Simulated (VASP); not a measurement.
Set up this calculation in VASP 6.6.1, as the native input.

* Task: single point
* Functional: PBE
* Potentials or basis: VASP PAW PBE potentials, release 64 (In_d, P)
* Cutoff: 520 eV
* k mesh: 12 × 12 × 12
* Occupations: fermi-dirac, width 0.08 eV
* Spin: no spin polarisation
* Dipole correction: no
* Further INCAR settings: ALGO = Normal; EDIFF = 1e-07; NBANDS = 16

The structure of InP (zincblende type) lies in POSCAR:

```
InP
1.0
    0.0000000000      2.8939084248      2.8939084248
    2.8939084248      0.0000000000      2.8939084248
    2.8939084248      2.8939084248      0.0000000000
In P
1 1
Direct
    0.0000000000      0.0000000000      0.0000000000
    0.2500000000      0.2500000000      0.2500000000
```

One way to write it, as run:

INCAR

```
SYSTEM = InP
  PREC = Accurate
  ENCUT = 520
  EDIFF = 1E-7
  ISMEAR = -1
  SIGMA = 0.08
  LREAL = .FALSE.
  LASPH = .TRUE.
  NELM = 60
  ALGO = Normal
  ISIF = 2
  LWAVE = .FALSE.
  LCHARG = .FALSE.
  GGA = PE
  NBANDS = 16
```

KPOINTS

```
Automatic mesh
0
G
  12 12 12
  0 0 0
```

Potentials or basis: VASP PAW PBE potentials, release 64 (In_d, P).

Command:

```sh
$ cat potpaw_PBE.64/In_d/POTCAR potpaw_PBE.64/P/POTCAR > POTCAR
$ mpirun -np 1 vasp_std > vasp.out
```

It gave:

| Item | Value |
| --- | --- |
| Pressure | 6.3 GPa |
| Band gap on the k mesh | 0.92 eV, direct |

Caveat: spin-orbit coupling is left out, which moves the levels of the heavy elements.

Wall time 54 s on 1 thread of Intel(R) Xeon(R) Platinum 8259CL CPU @ 2.50GHz (Skylake/Cascade Lake), on a shared host, peak memory 0.2 GiB.
